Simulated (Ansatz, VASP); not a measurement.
# Ge: VASP beside Ansatz

File INCAR:

```
SYSTEM = Ge
PREC = Accurate
ENCUT = 520
EDIFF = 1E-7
ISMEAR = 0
SIGMA = 0.15
LREAL = .FALSE.
LASPH = .TRUE.
NELM = 80
ALGO = Normal
ISIF = 2
LWAVE = .FALSE.
LCHARG = .TRUE.
GGA = PS
LELF = .TRUE.
LVHAR = .TRUE.
NBANDS = 66
```

File KPOINTS:

```
Automatic mesh
0
G
  11 11 3
  0 0 0
```

POSCAR

```
Ge
1.0
   -2.0020822485     -3.4677081753      0.0000000000
    2.0020822485     -3.4677081753      0.0000000000
    0.0000000000      0.0000000000     13.3950496104
Ge
8
Direct
    0.0000000000      0.0000000000      0.1538807384
    0.0000000000      0.0000000000      0.3367874559
    0.0000000000      0.0000000000      0.6445489328
    0.0000000000      0.0000000000      0.8274556502
    0.6666666667      0.6666666667      0.0923822552
    0.3333333333      0.3333333333      0.3982859391
    0.3333333333      0.3333333333      0.5830504496
    0.6666666667      0.6666666667      0.8889541334
```

Input for Ansatz:

```yaml
crystal:
  lattice:
    - [-2.0020822485, -3.4677081753, 0.0]
    - [2.0020822485, -3.4677081753, 0.0]
    - [0.0, 0.0, 13.3950496104]
  atoms:
    - { symbol: Ge, position: [0.0, 0.0, 0.1538807384] }
    - { symbol: Ge, position: [0.0, 0.0, 0.3367874559] }
    - { symbol: Ge, position: [0.0, 0.0, 0.6445489328] }
    - { symbol: Ge, position: [0.0, 0.0, 0.8274556502] }
    - { symbol: Ge, position: [0.6666666667, 0.6666666667, 0.0923822552] }
    - { symbol: Ge, position: [0.3333333333, 0.3333333333, 0.3982859391] }
    - { symbol: Ge, position: [0.3333333333, 0.3333333333, 0.5830504496] }
    - { symbol: Ge, position: [0.6666666667, 0.6666666667, 0.8889541334] }
basis:
  ecutwfc: 420
kpoints:
  mp_grid: { grid: [11, 11, 3] }
hamiltonian:
  xc: pbesol
scf:
  occupations: { method: gaussian, width: 0.15 }
output:
  forces: true
  stress: true
  eigenvalues: true
```

Alike in both runs: task single point; functional PBEsol; k mesh 11 × 11 × 3; occupations gaussian, width 0.15 eV; no spin polarisation.

|  | VASP | Ansatz |
| --- | --- | --- |
| version | VASP 6.6.1 | Ansatz 0.2.0 |
| potentials or method | VASP PAW PBE potentials, release 64 (Ge_d), cutoff 520 eV | scalar-relativistic, plane waves, PAW |
| valence electrons in the cell | 112 | 112 |

Ansatz gave:

```
gap on the k mesh at the Fermi level (eV)                     : none
pressure (GPa)                                                : -0.8
traceless stress, the component that is largest in VASP (GPa) : -1.77
rms of the force components (eV/Å)                            : 0.279
```

Task: Estimate VASP's values.

Result: gap on the k mesh at the Fermi level (eV): none; pressure (GPa): -0.9; traceless stress, the component that is largest in VASP (GPa): -1.76; rms of the force components (eV/Å): 0.278.

VASP's potentials were made for PBE, not for PBEsol. Atom by atom the forces differ by 0.002 eV/Å (rms over components). A gap of «none» marks a metal or a gap that the smearing closes.
